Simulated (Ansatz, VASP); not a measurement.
## One calculation of GaAs2, two programs

```
Ga As
1.0
    -2.61612    2.61612    2.64778
     2.61612   -2.61612    2.64778
     2.61612    2.61612   -2.64778
Ga As
1 2
Direct
  0.50000 0.50000 0.00000
  0.50000 0.00000 0.50000
  0.00000 0.50000 0.50000
```

Alike in both runs: functional PBE; k mesh 5 × 5 × 5; occupations gaussian, width 0.2 eV; no spin polarisation.

Ansatz relaxed the structure, and its values are those at the end. VASP's run is a single point on that final structure, the one shown.

|  | VASP | Ansatz |
| --- | --- | --- |
| version | VASP 6.6.1 | Ansatz 0.2.0 |
| potentials or method | VASP PAW PBE potentials, release 64 (Ga_d, As), cutoff 500 eV | scalar-relativistic, plane waves, PAW |
| valence electrons in the cell | 23 | 43 |

|  | VASP | Ansatz | Ansatz less VASP |
| --- | --- | --- | --- |
| gap on the k mesh at the Fermi level (eV) | none | none | - |
| pressure (GPa) | 0.0 | -0.1 | -0.11 |

A gap of «none» marks a metal or a gap that the smearing closes. The functional is the same, so the differences come from potentials, cutoffs and numerics. VASP's potentials hold 23 valence electrons a cell and Ansatz's 43, so a difference there can come from the potentials and not from the codes.
